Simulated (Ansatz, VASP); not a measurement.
# Two plane-wave programs on KI

The input INCAR:

```
SYSTEM = KI
ALGO     = Normal         ! electronic algorithm
EDIFF    = 1E-6           ! SCF threshold, eV
ENCUT    = 520            ! plane-wave cutoff, eV
GGA      = PS             ! functional
ISIF     = 2              ! what is computed and relaxed
ISMEAR   = -1             ! smearing method
LASPH    = .TRUE.         ! aspherical terms in the spheres
LCHARG   = .TRUE.         ! write CHGCAR
LELF     = .TRUE.         ! ELF
LREAL    = .FALSE.        ! projectors in reciprocal space
LVHAR    = .TRUE.       
LWAVE    = .FALSE.        ! write WAVECAR
NBANDS   = 15             ! bands
NELM     = 100            ! most SCF steps
PREC     = Accurate       ! precision mode
SIGMA    = 0.05           ! smearing width, eV
```

File KPOINTS:

```
k-points
0
G
  4 4 4
  0 0 0
```

Contents of POSCAR:

```
KI
1.0
    0.0000000000      3.5327750000      3.5327750000
    3.5327750000      0.0000000000      3.5327750000
    3.5327750000      3.5327750000      0.0000000000
I K
1 1
Direct
    0.5000000000      0.5000000000      0.5000000000
    0.0000000000      0.0000000000      0.0000000000
```

input.yaml

```yaml
crystal:
  lattice:
    - [0.0, 3.532775, 3.532775]
    - [3.532775, 0.0, 3.532775]
    - [3.532775, 3.532775, 0.0]
  atoms:
    - { symbol: I, position: [0.5, 0.5, 0.5] }
    - { symbol: K, position: [0.0, 0.0, 0.0] }
hamiltonian:
  xc: pbesol
  pseudopotentials: { kind: paw }
kpoints:
  mp_grid: { grid: [4, 4, 4] }
scf:
  occupations: { method: fermi_dirac, width: 0.05 }
  n_extra_bands: 6
output:
  forces: true
  stress: true
  eigenvalues: true
  dos: { projected: true, de: 0.05, nscf_kmesh: { grid: [6, 6, 6] } }
```

Alike in both runs: functional PBEsol; k mesh 4 × 4 × 4; occupations fermi-dirac, width 0.05 eV; no spin polarisation.

|  | VASP | Ansatz |
| --- | --- | --- |
| version | VASP 6.6.1 | Ansatz 0.2.0 |
| potentials or method | VASP PAW PBE potentials, release 64 (I, K_sv) | Ansatz PAW |
| plane-wave cutoff (eV) | 520 | 420 |
| valence electrons in the cell | 16 | 26 |
| task | single point | projected density of states |

VASP gave:

```
gap on the k mesh at the Fermi level (eV) : 3.81
least direct gap on the mesh (eV)         : 3.81
pressure (GPa)                            : -0.2
```

Problem. What did Ansatz give for the same quantities?

Solution. gap on the k mesh at the Fermi level (eV): 3.82; least direct gap on the mesh (eV): 3.82; pressure (GPa): -0.3.

VASP's potentials were made for PBE, not for PBEsol. VASP's potentials hold 16 valence electrons a cell and Ansatz's 26, so a difference there can come from the potentials and not from the codes.

Spin-orbit coupling is off throughout.
